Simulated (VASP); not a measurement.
Set up this calculation in VASP 6.6.1, as the native input.

```
Task                   : single point
Functional             : PBE
Potentials or basis    : VASP PAW PBE potentials, release 64 (Sn_d)
Cutoff                 : 520 eV
k mesh                 : 17 × 17 × 17
Occupations            : fermi-dirac, width 0.1 eV
Spin                   : no spin polarisation
Dipole correction      : no
Further INCAR settings : ALGO = Normal; EDIFF = 1e-06; NBANDS = 13
```

The structure of Sn lies in POSCAR:

```
Sn
1.0
    3.0420570699      0.0000000000      0.0000000000
    0.0000000000      3.0420570699      0.0000000000
    0.0000000000      0.0000000000      3.0420570699
Sn
1
Direct
    0.0000000000      0.0000000000      0.0000000000
```

This isn't the form of Sn at room conditions, which is tetragonal (white tin).

The input as run:

INCAR

```
PREC = Accurate
ENCUT = 520
EDIFF = 1E-6
ISMEAR = -1
SIGMA = 0.1
LREAL = F
LASPH = T
NELM = 60
ALGO = Normal
ISIF = 2
LWAVE = F
LCHARG = T
GGA = PE
LELF = T
LVHAR = T
NBANDS = 13
```

KPOINTS

```
regular mesh
0
Gamma
  17 17 17
```

Potentials or basis: VASP PAW PBE potentials, release 64 (Sn_d).

Launch:

```console
$ cat potpaw_PBE.64/Sn_d/POTCAR > POTCAR
$ mpirun -np 1 vasp_std > vasp.out
```

It gave:

| Quantity | Value |
| --- | --- |
| Pressure | 2.4 GPa |
| Band gap on the k mesh | zero (bands 7 and 8 overlap by 7.50 eV) |

Caveat: spin-orbit coupling is left out, which moves the levels of the heavy elements.

Wall time 47 s on 1 thread of Intel Xeon 8259CL, on a shared host, peak memory 0.18 GiB.
